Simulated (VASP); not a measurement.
# MnS in VASP: single point with PBE

Aim: the single point of MnS with PBE.

All numbers are computed with VASP 6.6.1; they aren't measurements. Logs are shortened: lines on timing, memory, paths and dates and some standing lists are left out, and cuts for length are marked.

## (1) The cell of the first run

The typed cell holds 2 atoms: a = 3.835 Å, b = 3.835 Å, c = 4.018 Å, α = 118.51°, β = 61.49°, γ = 120.00°.

## (2) Single point, PBE, collinear spin, ferromagnetic start

The input, INCAR:

```
PREC     = Accurate       # precision mode
ENCUT    = 520            # plane-wave cutoff, eV
EDIFF    = 1E-6           # SCF threshold, eV
ISMEAR   = 0              # smearing method
SIGMA    = 0.1            # smearing width, eV
LREAL    = False          # projectors in reciprocal space
LASPH    = True           # aspherical terms in the spheres
NELM     = 150            # most SCF steps
ALGO     = Fast           # electronic algorithm
ISIF     = 2              # what is computed and relaxed
LWAVE    = False          # write WAVECAR
LCHARG   = True           # write CHGCAR
ISPIN    = 2              # spin polarisation
MAGMOM   = 4.63 0.14      # initial moments
LORBIT   = 11             # projections on sites
LMAXMIX  = 4              # l up to which the mixer works
GGA      = PE             # functional
LELF     = True           # ELF
LVHAR    = True         
NBANDS   = 20             # bands
ISYM     = 0
```

The input, KPOINTS:

```
regular mesh
0
Gamma
  9 9 10
```

The input, POSCAR:

```
MnS
1.0
    3.8354077652      0.0000000000      0.0000140947
   -1.9177038826      3.3215605586     -0.0000140947
    1.9177164448     -1.1071941056      3.3522245658
Mn S
1 1
Direct
   -0.0047156357      0.0047156357      0.0141864890
    0.7547156357      0.2452843643      0.7358135110
```

Potentials or basis: VASP PAW PBE potentials, release 64 (Mn_pv, S).

Started as:

```sh
$ cat potpaw_PBE.64/Mn_pv/POTCAR potpaw_PBE.64/S/POTCAR > POTCAR
$ mpirun -np 1 vasp_std > vasp.out
```

OUTCAR:

```text
PREC = Accurate
   ENCUT = 520
   EDIFF = 1E-6
   ISMEAR = 0
   LREAL = False
   LASPH = True
   NELM = 150
   ISIF = 2
   ISPIN = 2
   LORBIT = 11
   GGA = PE
   ISYM = 0

 ion  position               nearest neighbor table
   1  0.995  0.005  0.014-   2 2.40   2 2.40   2 2.40   2 2.42
   2  0.755  0.245  0.736-   1 2.40   1 2.40   1 2.40   1 2.42

IMPORTANT INFORMATION: All symmetrisations will be switched off!
NOSYMM: (Re-)initialisation of all symmetry stuff for point group C_1.

----------------------------------------------------------------------------------------

                                     Primitive cell

  volume of cell :      42.7057

  direct lattice vectors                    reciprocal lattice vectors
     3.835407765  0.000000000  0.000014095     0.260728836  0.150531442 -0.099437387
    -1.917703883  3.321560559 -0.000014095    -0.000000365  0.301063516  0.099437387
     1.917716445 -1.107194106  3.352224566    -0.000001096  0.000000633  0.298310207

  length of vectors
     3.835407765  3.835407765  4.017576967     0.317059986  0.317059986  0.298310207

  position of ions in fractional coordinates (direct lattice)
     0.995284364  0.004715636  0.014186489
     0.754715636  0.245284364  0.735813511

  ion indices of the primitive-cell ions
   primitive index   ion index
                 1           1
                 2           2

----------------------------------------------------------------------------------------

 KPOINTS: regular mesh

Automatic generation of k-mesh.
 Grid dimensions read from file:
 generate k-points for:    9    9   10

 Generating k-lattice:

  Cartesian coordinates                     Fractional coordinates (reciprocal lattice)
     0.028969871  0.016725716 -0.011048599     0.111111111 -0.000000000  0.000000000
    -0.000000041  0.033451502  0.011048599     0.000000000  0.111111111  0.000000000
    -0.000000110  0.000000063  0.029831021    -0.000000000  0.000000000  0.100000000

  Length of vectors
     0.035228887  0.035228887  0.029831021

  Shift w.r.t. Gamma in fractional coordinates (k-lattice)
     0.000000000  0.000000000  0.000000000

 -----------------------------------------------------------------------------
|                                                                             |
|           W    W    AA    RRRRR   N    N  II  N    N   GGGG   !!!           |
|           W    W   A  A   R    R  NN   N  II  NN   N  G    G  !!!           |
|           W    W  A    A  R    R  N N  N  II  N N  N  G       !!!           |
|           W WW W  AAAAAA  RRRRR   N  N N  II  N  N N  G  GGG   !            |
|           WW  WW  A    A  R   R   N   NN  II  N   NN  G    G                |
|           W    W  A    A  R    R  N    N  II  N    N   GGGG   !!!           |
[... 93 lines left out ...]
   LEPSILON=     F    determine dielectric tensor
   LRPA    =     F    only Hartree local field effects (RPA)
 spin polarized calculation
 RMM-DIIS sequential band-by-band and
 Gauss-broadening in eV      SIGMA  =   0.10
  energy-cutoff  :      520.00
  volume of cell :       42.71
 maximum number of plane-waves:      1162
 NGX is ok and might be reduce to    30
   NGX = 15   NGY = 15   NGZ = 15

 number of electron      19.0000003 magnetization       4.8620422

 Free energy of the ion-electron system (eV)
  ---------------------------------------------------
  ext. energy  EPLUGINS =         0.00000000
  ---------------------------------------------------
  free energy    TOTEN  =       -14.05155919 eV

  energy without entropy =      -14.04563657  energy(sigma->0) =      -14.04859788

 E-fermi :   4.7103     XC(G=0):  -9.4557

 val. band max:        4.7102472884   @ k =   0.2222  -0.2222   0.2000
 cond. band min:       4.7111549856   @ k =   0.4444   0.0000   0.4000
 fundamental gap:      0.0009076972
 Fermi energy:         4.7102816743

 spin component 1

 k-point     1 :       0.0000    0.0000    0.0000
  band No.  band energies     occupation
      1     -45.9692      1.00000
      2     -45.9692      1.00000
      3     -45.9608      1.00000
      4      -9.2862      1.00000
      5      -0.3330      1.00000
      6      -0.0804      1.00000
[... 541 lines left out ...]
     19      15.6323      0.00000
     20      20.5505      0.00000

 [... further k-points ...]

 spin component 2

 k-point     1 :       0.0000    0.0000    0.0000
  band No.  band energies     occupation
      1     -41.4338      1.00000
      2     -41.4337      1.00000
      3     -41.4237      1.00000
      4      -8.9750      1.00000
      5       1.1353      1.00000
      6       1.5099      1.00000
[... 541 lines left out ...]
     19      16.5881      0.00000
     20      21.4387      0.00000

 [... further k-points ...]

------------------------ aborting loop because EDIFF is reached ----------------------------------------

  FORCE on cell =-STRESS in cart. coord.  units (eV):
  Direction    XX          YY          ZZ          XY          YZ          ZX
  --------------------------------------------------------------------------------------
  -------------------------------------------------------------------------------------
  Total        0.8631573      0.8631813      0.0286407      0.0000227      0.0002452     -0.0004247
  in kB       32.3828384     32.3837404      1.0745069      0.0008520      0.0091989     -0.0159347
  external PRESSURE =      21.9470286 kB  Pullay stress =       0.0000000 kB

 VOLUME and BASIS-vectors are now :
 -----------------------------------------------------------------------------
  energy-cutoff  :      520.00
  volume of cell :       42.71
      direct lattice vectors                 reciprocal lattice vectors
     3.835407765  0.000000000  0.000014095     0.260728836  0.150531442 -0.099437387
    -1.917703883  3.321560559 -0.000014095    -0.000000365  0.301063516  0.099437387
     1.917716445 -1.107194106  3.352224566    -0.000001096  0.000000633  0.298310207

 POSITION                                       TOTAL-FORCE (eV/Angst)
 -----------------------------------------------------------------------------------
      3.83548     -0.00004      0.04757        -0.000455      0.000261      0.000970
      3.83534      0.00004      2.46662         0.000455     -0.000261     -0.000970
 -----------------------------------------------------------------------------------
    total drift:                               -0.000022      0.000010      0.000211

  FREE ENERGIE OF THE ION-ELECTRON SYSTEM (eV)
  ---------------------------------------------------
  free  energy   TOTEN  =       -14.0515591947 eV

  energy  without entropy=      -14.0456365676  energy(sigma->0) =      -14.04859788

 total charge

# of ion       s       p       d       tot
------------------------------------------
    1        0.265   6.220   4.913  11.398
    2        1.316   2.453   0.000   3.768
--------------------------------------------------
tot          1.580   8.673   4.913  15.167

 magnetization (x)

# of ion       s       p       d       tot
------------------------------------------
    1        0.049   0.067   4.167   4.283
    2        0.012   0.072   0.000   0.084
--------------------------------------------------
tot          0.061   0.139   4.167   4.366
```

OSZICAR:

```text
N       E                     dE             d eps       ncg     rms          rms(c)
DAV:   1     0.152785231129E+03    0.15279E+03   -0.10044E+04 32528   0.961E+02
DAV:   2    -0.683055852892E+01   -0.15962E+03   -0.15029E+03 33888   0.275E+02
DAV:   3    -0.151750196155E+02   -0.83445E+01   -0.82537E+01 37752   0.686E+01
DAV:   4    -0.152849397559E+02   -0.10992E+00   -0.10985E+00 36900   0.810E+00
DAV:   5    -0.152867859528E+02   -0.18462E-02   -0.18461E-02 37344   0.110E+00    0.110E+01
RMM:   6    -0.140715194457E+02    0.12153E+01   -0.37446E+00 38859   0.142E+01    0.103E+01
RMM:   7    -0.140488426281E+02    0.22677E-01   -0.33870E-01 37771   0.418E+00    0.608E+00
RMM:   8    -0.140524459164E+02   -0.36033E-02   -0.56078E-02 39591   0.157E+00    0.316E+00
RMM:   9    -0.140508993852E+02    0.15465E-02   -0.19408E-02 39267   0.102E+00    0.368E-01
RMM:  10    -0.140510749152E+02   -0.17553E-03   -0.57000E-03 37891   0.557E-01    0.254E-01
RMM:  11    -0.140514399659E+02   -0.36505E-03   -0.11742E-03 38837   0.275E-01    0.159E-01
RMM:  12    -0.140514982824E+02   -0.58317E-04   -0.22893E-04 42081   0.129E-01    0.124E-01
RMM:  13    -0.140515123220E+02   -0.14040E-04   -0.87672E-05 38566   0.828E-02    0.724E-02
RMM:  14    -0.140515538813E+02   -0.41559E-04   -0.40003E-05 37463   0.523E-02    0.373E-02
RMM:  15    -0.140515592733E+02   -0.53920E-05   -0.97088E-06 40647   0.256E-02    0.124E-02
RMM:  16    -0.140515591947E+02    0.78639E-07   -0.12860E-06 32668   0.877E-03
   1 F= -.14051559E+02 E0= -.14048598E+02  d E =-.592263E-02  mag=     4.8623
```

stdout:

```text
POSCAR found type information on POSCAR MnS
 POSCAR found :  2 types and       2 ions
 scaLAPACK will be used
 LDA part: xc-table for (Slater+PW92), standard interpolation
 -----------------------------------------------------------------------------
|                                                                             |
|           W    W    AA    RRRRR   N    N  II  N    N   GGGG   !!!           |
|           W    W   A  A   R    R  NN   N  II  NN   N  G    G  !!!           |
|           W    W  A    A  R    R  N N  N  II  N N  N  G       !!!           |
|           W WW W  AAAAAA  RRRRR   N  N N  II  N  N N  G  GGG   !            |
|           WW  WW  A    A  R   R   N   NN  II  N   NN  G    G                |
|           W    W  A    A  R    R  N    N  II  N    N   GGGG   !!!           |
|                                                                             |
|     Your reciprocal lattice and k-lattice belong to different lattice       |
|     classes:                                                                |
|                                                                             |
|        The reciprocal lattice is rhombohedral (trigonal),                   |
|        whereas your k-lattice is base-centered monoclinic.                  |
|                                                                             |
|     Results are often still useful ...                                      |
|                                                                             |
 -----------------------------------------------------------------------------

 POSCAR, INCAR and KPOINTS ok, starting setup
 FFT: planning ... GRIDC
 FFT: planning ... GRID_SOFT
 FFT: planning ... GRID
 WAVECAR not read
 entering main loop
```

Run time: 17 min. Hardware: 1 thread of Oxide Virtual Turin-like, shared host; peak memory 0.54 GiB.

What came out:

* Free energy: -14.0516 eV
* Pressure: 2.2 GPa
* Net moment: 4.86 μB per cell
* Site moments: Mn +4.28; S +0.08 μB
* Valence electrons inside the program's atomic spheres: Mn 11.40; S 3.77

Stress tensor (GPa, compression positive):
```
3.24 0.00 0.00
0.00 3.24 0.00
0.00 0.00 0.11
```

Caveat: a cell with one magnetic atom can't hold antiferromagnetic order, which such compounds often take; semilocal functionals often make such compounds metallic where correlation or magnetic order opens a gap, which also shifts bond lengths. With open d or f shells a metallic result of PBE can be an artefact of self-interaction; +U or a hybrid may open a gap.
